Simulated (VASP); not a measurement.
# Ta (Im-3m) in VASP: settings compared

Aim: see how the results for Ta move with the level of theory and the settings. Levels: LDA, r2SCAN, PBE. Tasks: single point.

All numbers are computed with VASP 6.6.1; they aren't measurements. Logs are shortened: lines on timing, memory, paths and dates and some standing lists are left out, and cuts for length are marked.

## Step 1: The cell of the first run

Symmetry: Im-3m, No. 229, cubic system. The conventional cell has a = 3.319 Å, b = 3.319 Å, c = 3.319 Å, α = 90.00°, β = 90.00°, γ = 90.00°. Ta (site symmetry m-3m) has 14 Ta at 2.87 to 3.32 Å within 3.8 Å.

## Step 2: Single point, LDA

INCAR

```
PREC = Accurate
ENCUT = 520
EDIFF = 1E-7
ISMEAR = 0
SIGMA = 0.1
LREAL = False
LASPH = True
NELM = 60
ALGO = Normal
ISIF = 2
LWAVE = False
LCHARG = True
LELF = True
LVHAR = True
NBANDS = 12
```

KPOINTS

```
regular mesh
0
Gamma
  18 18 18
```

POSCAR

```
Ta
1.0
   -1.6593948200      1.6593948200      1.6593948200
    1.6593948200     -1.6593948200      1.6593948200
    1.6593948200      1.6593948200     -1.6593948200
Ta
1
Direct
    0.0000000000      0.0000000000      0.0000000000
```

Potentials or basis: VASP PAW LDA potentials, release 64 (Ta_pv).

Command:

```console
> cat potpaw_LDA.64/Ta_pv/POTCAR > POTCAR
> mpirun -np 1 vasp_std > vasp.out
```

OUTCAR:

```text
PREC = Accurate
   ENCUT = 520
   EDIFF = 1E-7
   ISMEAR = 0
   LREAL = False
   LASPH = True
   NELM = 60
   ISIF = 2

 ion  position               nearest neighbor table
   1  0.000  0.000  0.000-

  LATTYP: Found a body centered cubic cell.
 ALAT       =     3.3187896400

  Lattice vectors:

 A1 = (  -1.6593948200,   1.6593948200,   1.6593948200)
 A2 = (   1.6593948200,  -1.6593948200,   1.6593948200)
 A3 = (   1.6593948200,   1.6593948200,  -1.6593948200)

Analysis of symmetry for initial positions (statically):
=====================================================================
 Subroutine PRICEL returns:
 Original cell was already a primitive cell.

 Routine SETGRP: Setting up the symmetry group for a
 body centered cubic supercell.

 Subroutine GETGRP returns: Found 48 space group operations
 (whereof 48 operations were pure point group operations)
 out of a pool of 48 trial point group operations.

The static configuration has the point symmetry O_h .

Analysis of symmetry for dynamics (positions and initial velocities):
=====================================================================
 Subroutine PRICEL returns:
 Original cell was already a primitive cell.

 Routine SETGRP: Setting up the symmetry group for a
 body centered cubic supercell.

 Subroutine GETGRP returns: Found 48 space group operations
 (whereof 48 operations were pure point group operations)
 out of a pool of 48 trial point group operations.

The dynamic configuration has the point symmetry O_h .

 Subroutine INISYM returns: Found 48 space group operations
 (whereof 48 operations are pure point group operations),
 and found     1 'primitive' translations

----------------------------------------------------------------------------------------

                                     Primitive cell

  volume of cell :      18.2772

  direct lattice vectors                    reciprocal lattice vectors
    -1.659394820  1.659394820  1.659394820     0.000000000  0.301314668  0.301314668
     1.659394820 -1.659394820  1.659394820     0.301314668  0.000000000  0.301314668
     1.659394820  1.659394820 -1.659394820     0.301314668  0.301314668  0.000000000

  length of vectors
     2.874156138  2.874156138  2.874156138     0.426123291  0.426123291  0.426123291

  position of ions in fractional coordinates (direct lattice)
     0.000000000  0.000000000  0.000000000

  ion indices of the primitive-cell ions
   primitive index   ion index
[... 81 lines left out ...]
   POTIM  = 0.5000    time-step for ionic-motion
   TEBEG  =    0.0;   TEEND  =   0.0 temperature during run
   PSTRESS=    0.0 pullay stress
   NELECT =      11.0000    total number of electrons
   NUPDOWN=      -1.0000    fix difference up-down
   EMIN   =  10.00;   EMAX   =-10.00  energy-range for DOS
   EFERMI =   0.00;   METHOD = LEGACY
   ISMEAR =     0;   SIGMA  =   0.10  broadening in eV -4-tet -1-fermi 0-gaus
   EFERMI_NEDOS =   21; number of points for ismear=-14 and -15
   IALGO  =     38    algorithm
   IMIX   =      4    mixing-type and parameters
     AMIX     =   0.40;   BMIX     =  1.00
     AMIX_MAG =   1.60;   BMIX_MAG =  1.00
  volume/ion in A,a.u.               =      18.28       123.34
  Fermi-wavevector in a.u.,A,eV,Ry     =   1.382195  2.611970 25.993429  1.910463
  Thomas-Fermi vector in A             =   2.506909
   LORBIT       =      0    0 simple, 1 ext, 2 COOP (PROOUT), +10 PAW based schemes
   GGA     = CA    functional components
   LHFCALC =     F    Hartree Fock is set to
   AEXX    =    0.0000 exact exchange contribution
   IVDW    =     0    specifies the selected vdW correction
   LEPSILON=     F    determine dielectric tensor
   LRPA    =     F    only Hartree local field effects (RPA)
 non-spin polarized calculation
 Gauss-broadening in eV      SIGMA  =   0.10
  energy-cutoff  :      520.00
  volume of cell :       18.28
 maximum number of plane-waves:       531
 NGX is ok and might be reduce to    24
   NGX = 11   NGY = 11   NGZ = 11

 number of electron      11.0000001 magnetization

 Free energy of the ion-electron system (eV)
  ---------------------------------------------------
  ext. energy  EPLUGINS =         0.00000000
  ---------------------------------------------------
  free energy    TOTEN  =       -12.79678078 eV

  energy without entropy =      -12.79064410  energy(sigma->0) =      -12.79371244

 E-fermi :   5.2895     XC(G=0): -12.7215

 val. band max:        5.2874920602   @ k =  -0.2778   0.3889   0.1111
 cond. band min:       5.2944050594   @ k =   0.3333   0.1667   0.1111
 fundamental gap:      0.0069129992
 Fermi energy:         5.2895330781

 k-point     1 :       0.0000    0.0000    0.0000
  band No.  band energies     occupation
      1     -27.6764      2.00000
      2     -27.6764      2.00000
      3     -27.6764      2.00000
      4      -2.5083      2.00000
      5       5.9496      0.00000
      6       5.9496      0.00000
      7       5.9496      0.00000
      8       9.1537      0.00000
      9       9.1537      0.00000
     10      18.9194      0.00000
     11      20.2874      0.00000
     12      20.2874      0.00000
[... 331 lines left out ...]
 k-point    24 :       0.3889    0.1111    0.0000
  band No.  band energies     occupation
      1     -28.7463      2.00000
      2     -28.0770      2.00000
      3     -27.7333      2.00000
      4       1.3610      2.00000
      5       3.8596      2.00000
      6       5.9910      0.00000
      7       8.9085      0.00000
      8      10.1669      0.00000
      9      13.0051      0.00000
     10      16.5312      0.00000
     11      18.2457      0.00000
     12      18.9293      0.00000

 [... further k-points ...]

------------------------ aborting loop because EDIFF is reached ----------------------------------------

  FORCE on cell =-STRESS in cart. coord.  units (eV):
  Direction    XX          YY          ZZ          XY          YZ          ZX
  --------------------------------------------------------------------------------------
  -------------------------------------------------------------------------------------
  Total       -1.2695205     -1.2695205     -1.2695205     -0.0000000     -0.0000000      0.0000000
  in kB     -111.2861521   -111.2861521   -111.2861521     -0.0000000     -0.0000000      0.0000000
  external PRESSURE =    -111.2861521 kB  Pullay stress =       0.0000000 kB

 VOLUME and BASIS-vectors are now :
 -----------------------------------------------------------------------------
  energy-cutoff  :      520.00
  volume of cell :       18.28
      direct lattice vectors                 reciprocal lattice vectors
    -1.659394820  1.659394820  1.659394820     0.000000000  0.301314668  0.301314668
     1.659394820 -1.659394820  1.659394820     0.301314668  0.000000000  0.301314668
     1.659394820  1.659394820 -1.659394820     0.301314668  0.301314668  0.000000000

 POSITION                                       TOTAL-FORCE (eV/Angst)
 -----------------------------------------------------------------------------------
      0.00000      0.00000      0.00000         0.000000     -0.000000      0.000000
 -----------------------------------------------------------------------------------
    total drift:                                0.000000      0.000000     -0.000000

  FREE ENERGIE OF THE ION-ELECTRON SYSTEM (eV)
  ---------------------------------------------------
  free  energy   TOTEN  =       -12.7967807836 eV

  energy  without entropy=      -12.7906440980  energy(sigma->0) =      -12.79371244
```

OSZICAR:

```text
N       E                     dE             d eps       ncg     rms          rms(c)
DAV:   1     0.598178214640E+02    0.59818E+02   -0.61045E+03  4680   0.872E+02
DAV:   2    -0.122477615674E+02   -0.72066E+02   -0.70240E+02  5280   0.242E+02
DAV:   3    -0.133036935810E+02   -0.10559E+01   -0.10414E+01  5640   0.275E+01
DAV:   4    -0.133065886844E+02   -0.28951E-02   -0.28949E-02  5108   0.159E+00
DAV:   5    -0.133065973565E+02   -0.86722E-05   -0.86714E-05  5568   0.850E-02    0.131E+01
DAV:   6    -0.129116577333E+02    0.39494E+00   -0.32161E-01  5388   0.576E+00    0.616E+00
DAV:   7    -0.127989296725E+02    0.11273E+00   -0.24822E-01  5376   0.467E+00    0.345E-01
DAV:   8    -0.127968324972E+02    0.20972E-02   -0.45529E-03  4952   0.702E-01    0.116E-01
DAV:   9    -0.127967817432E+02    0.50754E-04   -0.12134E-04  5384   0.112E-01    0.238E-02
DAV:  10    -0.127967808217E+02    0.92153E-06   -0.48356E-06  5060   0.229E-02    0.361E-03
DAV:  11    -0.127967807836E+02    0.38053E-07   -0.15852E-07  4452   0.433E-03
   1 F= -.12796781E+02 E0= -.12793712E+02  d E =-.613669E-02
```

It took 21 s on 1 thread of Intel Xeon Platinum 8259CL at 2.50GHz (Skylake/Cascade Lake), shared host; peak memory 0.16 GiB.

What came out:

```
Free energy : -12.7968 eV
Pressure    : -11.1 GPa
```

Levels at points of the mesh, in eV from the Fermi level:
```csv
k point,band 3,band 4,band 5,band 6,band 7,band 8
"(0.00, 0.00, 0.00)",-32.97,-7.80,0.66,0.66,0.66,3.86
"(0.50, 0.00, 0.00)",-32.97,-4.32,-1.55,1.66,3.74,4.73
"(0.50, 0.50, 0.50)",-33.76,-3.74,-3.74,6.65,6.65,6.65
```

Caveat: spin-orbit coupling is left out, which moves the levels of the heavy elements.

## Step 3: Single point, r2SCAN

POSCAR is that of step 2.

INCAR.step1

```
SYSTEM = Ta
ALGO = Normal ; EDIFF = 1E-4
ENCUT = 520 ; GGA = PE
ISMEAR = 0 ; LASPH = .TRUE.
LCHARG = .FALSE. ; LREAL = .FALSE.
LWAVE = .TRUE. ; NBANDS = 12
NELM = 100 ; PREC = Accurate
SIGMA = 0.1
```

INCAR.step2

```
SYSTEM = Ta
ALGO = Normal ; EDIFF = 1E-6
ENCUT = 520 ; ISIF = 2
ISMEAR = 0 ; ISTART = 1
LASPH = .TRUE. ; LCHARG = .TRUE.
LELF = .TRUE. ; LMIXTAU = .TRUE.
LREAL = .FALSE. ; LVHAR = .TRUE.
LWAVE = .FALSE. ; METAGGA = R2SCAN
NBANDS = 12 ; NELM = 100
PREC = Accurate ; SIGMA = 0.1
```

KPOINTS

```
k-points
0
G
  18 18 18
  0 0 0
```

Potentials or basis: VASP PAW PBE potentials, release 64 (Ta_pv).

Command:

```console
> cat potpaw_PBE.64/Ta_pv/POTCAR > POTCAR
> cp INCAR.step1 INCAR
> mpirun -np 1 vasp_std > vasp.out
> cp INCAR.step2 INCAR
> mpirun -np 1 vasp_std > vasp.out
```

It took 87 s on 1 thread of Intel Xeon Platinum 8259CL at 2.50GHz (Skylake/Cascade Lake), shared host; peak memory 0.17 GiB.

It converged, with:

| Property | Result |
| --- | --- |
| Free energy | -48.5820 eV |
| Pressure | -2.0 GPa |

Levels at points of the mesh, in eV from the Fermi level:
| k point | band 3 | band 4 | band 5 | band 6 | band 7 | band 8 | band 9 | band 10 |
| --- | --- | --- | --- | --- | --- | --- | --- | --- |
| (0.00, 0.00, 0.00) | -34.28 | -8.27 | 0.84 | 0.84 | 0.84 | 4.28 | 4.28 | 12.04 |
| (0.50, 0.00, 0.00) | -34.29 | -4.49 | -1.52 | 1.40 | 4.14 | 5.19 | 7.95 | 11.98 |
| (0.50, 0.50, 0.50) | -35.10 | -3.85 | -3.85 | 7.00 | 7.00 | 7.00 | 8.88 | 8.88 |

Caveat: the PAW data sets were made with another functional, which shifts forces and pressure a little; spin-orbit coupling is left out, which moves the levels of the heavy elements.

## Step 4: Single point, PBE, non-collinear spin, zero start, spin-orbit coupling

INCAR

```
ALGO = Fast ; EDIFF = 1E-6
ENCUT = 520 ; GGA = PE
GGA_COMPAT = F ; ISIF = 2
ISMEAR = 0 ; LASPH = T
LCHARG = F ; LMAXMIX = 4
LORBIT = 11 ; LORBMOM = T
LREAL = F ; LSORBIT = T
LWAVE = F ; MAGMOM = 0 0 0
NBANDS = 22 ; NELM = 150
PREC = Accurate ; SIGMA = 0.1
```

KPOINTS

```
k-points
0
Gamma
  18 18 18
```

POSCAR is that of step 3.

Potentials or basis: VASP PAW PBE potentials, release 64 (Ta_pv).

Command:

```console
> cat potpaw_PBE.64/Ta_pv/POTCAR > POTCAR
> mpirun -np 1 vasp_ncl > vasp.out
```

OUTCAR:

```text
EDIFF = 1E-6
   ENCUT = 520
   GGA = PE
   ISIF = 2
   ISMEAR = 0
   LASPH = T
   LORBIT = 11
   LREAL = F
   LSORBIT = T
   NELM = 150
   PREC = Accurate

 ion  position               nearest neighbor table
   1  0.000  0.000  0.000-

  LATTYP: Found a body centered cubic cell.
 ALAT       =     3.3187896400

  Lattice vectors:

 A1 = (  -1.6593948200,   1.6593948200,   1.6593948200)
 A2 = (   1.6593948200,  -1.6593948200,   1.6593948200)
 A3 = (   1.6593948200,   1.6593948200,  -1.6593948200)

Analysis of symmetry for initial positions (statically):
=====================================================================
 Subroutine PRICEL returns:
 Original cell was already a primitive cell.

 Routine SETGRP: Setting up the symmetry group for a
 body centered cubic supercell.

 Subroutine GETGRP returns: Found 48 space group operations
 (whereof 48 operations were pure point group operations)
 out of a pool of 48 trial point group operations.

The static configuration has the point symmetry O_h .

Analysis of symmetry for dynamics (positions and initial velocities):
=====================================================================
 Subroutine PRICEL returns:
 Original cell was already a primitive cell.

[... 808 lines left out ...]
  free  energy   TOTEN  =       -12.5295762802 eV

  energy  without entropy=      -12.5231995825  energy(sigma->0) =      -12.52638793

 orbital moment (x)

 # of ion     p       d       tot
 ----------------------------------------
  1         0.000   0.000   0.000
 ----------------------------------------
            0.000   0.000   0.000

 orbital moment (y)

 # of ion     p       d       tot
 ----------------------------------------
  1         0.000  -0.000  -0.000
 ----------------------------------------
            0.000  -0.000  -0.000

 orbital moment (z)

 # of ion     p       d       tot
 ----------------------------------------
  1        -0.000   0.000   0.000
 ----------------------------------------
           -0.000   0.000   0.000

 Spin-Orbit-Coupling matrix elements

 Ion:    1  E_soc:     -1.4127793
 l=   1
     0.0000000    -0.2141159    -0.2141159
    -0.2141159     0.0000000    -0.2141159
    -0.2141159    -0.2141159     0.0000000
 l=   2
     0.0000000    -0.0053866     0.0000000    -0.0053866    -0.0159607
    -0.0053866     0.0000000    -0.0119706    -0.0053866    -0.0039902
     0.0000000    -0.0119706     0.0000000    -0.0119706     0.0000000
    -0.0053866    -0.0053866    -0.0119706     0.0000000    -0.0039902
    -0.0159607    -0.0039902     0.0000000    -0.0039902     0.0000000
 l=   3
     0.0000000     0.0000000     0.0000000     0.0000000     0.0000000     0.0000000     0.0000000
     0.0000000     0.0000000     0.0000000     0.0000000     0.0000000     0.0000000     0.0000000
     0.0000000     0.0000000     0.0000000     0.0000000     0.0000000     0.0000000     0.0000000
     0.0000000     0.0000000     0.0000000     0.0000000     0.0000000     0.0000000     0.0000000
     0.0000000     0.0000000     0.0000000     0.0000000     0.0000000     0.0000000     0.0000000
     0.0000000     0.0000000     0.0000000     0.0000000     0.0000000     0.0000000     0.0000000
     0.0000000     0.0000000     0.0000000     0.0000000     0.0000000     0.0000000     0.0000000

 total charge

# of ion       s       p       d       tot
------------------------------------------
    1        0.367   6.163   2.388   8.918

 magnetization (x)

# of ion       s       p       d       tot
------------------------------------------
    1       -0.000   0.000   0.000   0.000

 magnetization (y)

# of ion       s       p       d       tot
------------------------------------------
    1       -0.000   0.000  -0.000  -0.000

 magnetization (z)

# of ion       s       p       d       tot
------------------------------------------
    1        0.000   0.000  -0.000  -0.000
```

stdout:

```text
POSCAR found type information on POSCAR Ta
 POSCAR found :  1 types and       1 ions
 scaLAPACK will be used
 LDA part: xc-table for (Slater+PW92), standard interpolation
 POSCAR, INCAR and KPOINTS ok, starting setup
 FFT: planning ... GRIDC
 FFT: planning ... GRID_SOFT
 FFT: planning ... GRID
 WAVECAR not read
 entering main loop
WARNING in EDDRMM: call to ZHEGV failed, returncode =   8  4     21
```

Wall time 2.7 min (1 thread of Intel Xeon Platinum 8259CL at 2.50GHz (Skylake/Cascade Lake), shared host); peak memory 0.27 GiB.

What came out:

- Free energy: -12.5296 eV
- Pressure: -0.1 GPa
- Net moment: 0.00 μB per cell
- Valence electrons inside the program's atomic spheres: Ta 8.92

Moments on the atoms (μB; x, y, z):
```
Ta  0.00 0.00 0.00
```

## Step 5: The runs side by side

```csv
level,potentials or basis,spin,gap on the mesh (eV),pressure (GPa)
LDA,"VASP PAW LDA potentials, release 64 (Ta_pv)",off,none,-11.1
r2SCAN,"VASP PAW PBE potentials, release 64 (Ta_pv)",off,none,-2.0
PBE,"VASP PAW PBE potentials, release 64 (Ta_pv)","non-collinear, zero start, SOC",-,-0.1
```

Alike in all rows: task single point; cell as given; k mesh 18 × 18 × 18; cutoff (eV) 520; smearing gaussian 0.1 eV.

Caveats: spin-orbit coupling is left out, which moves the levels of the heavy elements (some runs); the PAW data sets were made with another functional, which shifts forces and pressure a little (some runs).

Total energies depend on the potentials used, so only differences within one code and one set of settings carry meaning.
